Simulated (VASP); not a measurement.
Input of a VASP 6.6.1 run:

The input INCAR:

```
PREC = Accurate
ENCUT = 600
EDIFF = 1E-6
ISMEAR = 0
SIGMA = 0.1
LREAL = False
LASPH = True
NELM = 120
ALGO = Normal
ISIF = 2
LWAVE = False
LCHARG = True
GGA = CA
LELF = True
LVHAR = True
NBANDS = 11
GGA_COMPAT = False
```

File KPOINTS:

```
Automatic mesh
0
Gamma
  9 9 9
```

File POSCAR:

```
BN
1.0
    1.2511217832      0.7223354983      3.3729344033
   -1.2511217832      0.7223354983      3.3729344033
    0.0000000000     -1.4446709967      3.3729344033
B N
1 1
Direct
    0.9996712000      0.9996712000      0.9996712000
    0.3327618000      0.3327618000      0.3327618000
```

Potentials or basis: VASP PAW LDA potentials, release 64 (B, N).

The run is started by

```sh
$ cat potpaw_LDA.64/B/POTCAR potpaw_LDA.64/N/POTCAR > POTCAR
$ mpirun -np 1 vasp_std > vasp.out
```

Estimate the band gap on the k mesh.

4.19 eV (least direct gap 4.55 eV).

Predict the pressure.

-4.0 GPa.

Forces on the atoms (eV/Å):
```
B    0.000  0.000 -0.002
N    0.000  0.000  0.002
```

Caveat: the cell stands under tension; an odd mesh through Γ misses points on the zone boundary, where band edges can lie.
